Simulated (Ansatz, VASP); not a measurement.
**TlGa2: VASP beside Ansatz**

The input INCAR:

```
SYSTEM = TlGa2
ALGO = Fast ; EDIFF = 1E-7
EDIFFG = -0.04 ; ENCUT = 600
GGA = PE ; IBRION = 2
ISIF = 3 ; ISMEAR = 0
LASPH = .TRUE. ; LCHARG = .FALSE.
LREAL = .FALSE. ; LWAVE = .FALSE.
NELM = 100 ; NSW = 90
PREC = Accurate ; SIGMA = 0.1
```

The input KPOINTS:

```
k-points
0
G
  6 6 2
  0 0 0
```

The input POSCAR:

```
TlGa2
1.0
    3.2966723957      0.0000000000      0.0000000000
   -1.6483361978      2.8550020426      0.0000000000
    0.0000000000      0.0000000000     12.8227037546
Tl Ga
2 4
Direct
    0.3333333333      0.6666666667      0.2500000000
    0.6666666667      0.3333333333      0.7500000000
    0.3333333333      0.6666666667      0.6275000000
    0.6666666667      0.3333333333      0.1275000000
    0.3333333333      0.6666666667      0.8725000000
    0.6666666667      0.3333333333      0.3725000000
```

Input for Ansatz:

```yaml
crystal:
  lattice:
    - [3.2966723957, 0.0, 0.0]
    - [-1.6483361978, 2.8550020426, 0.0]
    - [0.0, 0.0, 12.8227037546]
  atoms:
    - { symbol: Tl, position: [0.3333333333, 0.6666666667, 0.25] }
    - { symbol: Tl, position: [0.6666666667, 0.3333333333, 0.75] }
    - { symbol: Ga, position: [0.3333333333, 0.6666666667, 0.6275] }
    - { symbol: Ga, position: [0.6666666667, 0.3333333333, 0.1275] }
    - { symbol: Ga, position: [0.3333333333, 0.6666666667, 0.8725] }
    - { symbol: Ga, position: [0.6666666667, 0.3333333333, 0.3725] }
basis:
  ecutwfc: 420
kpoints:
  mp_grid: { grid: [6, 6, 2] }
hamiltonian:
  xc: pbe
scf:
  occupations: { method: gaussian, width: 0.1 }
  lower_state_search: "off"
output:
  forces: true
  stress: true
  eigenvalues: true
relax:
  adjacent_minimum: "off"
  f_tol: 0.04
  max_steps: 70
  cell: { stress_tol: 0.4 }
```

Alike in both runs: task relaxation of cell and atoms; functional PBE; k mesh 6 × 6 × 2; occupations gaussian, width 0.1 eV; no spin polarisation.

|  | VASP | Ansatz |
| --- | --- | --- |
| version | VASP 6.6.1 | Ansatz 0.2.0 |
| potentials or method | VASP PAW PBE potentials, release 64 (Tl_d, Ga_d), cutoff 600 eV | scalar-relativistic, plane waves, PAW |
| valence electrons in the cell | 78 | 78 |

|  | VASP | Ansatz | Ansatz less VASP |
| --- | --- | --- | --- |
| gap on the k mesh at the Fermi level, each at its own relaxed structure (eV) | none | none | - |
| relaxed volume (Å³/atom) | 23.69 | 24.66 | +0.976 |
| relaxed length of the cell vector where the two differ most in proportion (Å) | 15.765 | 12.938 | -2.8271 |

A gap of «none» marks a metal or a gap that the smearing closes. One of these differences is far larger than is usual between the two programs; its cause wasn't traced.

The k mesh is coarse, so the values compare programs but aren't converged. Spin-orbit coupling is off throughout. Noted on VASP's run: the volume moved by over 15 % at a fixed basis, so the end points are rough.
